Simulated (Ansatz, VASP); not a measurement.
**One calculation of La3HfO, two programs**

```xyz
5
Lattice="6.6222 0.0000 0.0000 -3.3111 5.7350 0.0000 0.0000 0.0000 3.9412" Properties=species:S:1:pos:R:3 pbc="T T T"
La    3.3111    0.0000    0.0000
La   -1.6555    2.8675    0.0000
La    1.6555    2.8675    0.0000
Hf    0.0000    0.0000    1.9706
O     0.0000    0.0000    0.0000
```

Alike in both runs: functional PBE; k mesh 6 × 6 × 4; occupations gaussian, width 0.1 eV; no spin polarisation.

Ansatz relaxed the structure, and its values are those at the end. VASP's run is a single point on that final structure, the one shown.

|  | VASP | Ansatz |
| --- | --- | --- |
| version | VASP 6.6.1 | Ansatz 0.2.0 |
| potentials or method | VASP PAW PBE potentials, release 64 (La, Hf_pv, O), cutoff 520 eV | scalar-relativistic, plane waves, PAW |
| valence electrons in the cell | 49 | 65 |

|  | VASP | Ansatz | Ansatz less VASP |
| --- | --- | --- | --- |
| gap on the k mesh at the Fermi level (eV) | none | none | - |
| pressure (GPa) | -0.1 | 0.1 | +0.25 |

A gap of «none» marks a metal or a gap that the smearing closes. VASP's potentials hold 49 valence electrons a cell and Ansatz's 65, so a difference there can come from the potentials and not from the codes.

The k mesh is coarse, so the values compare programs but aren't converged. Neither program's run includes spin-orbit coupling.
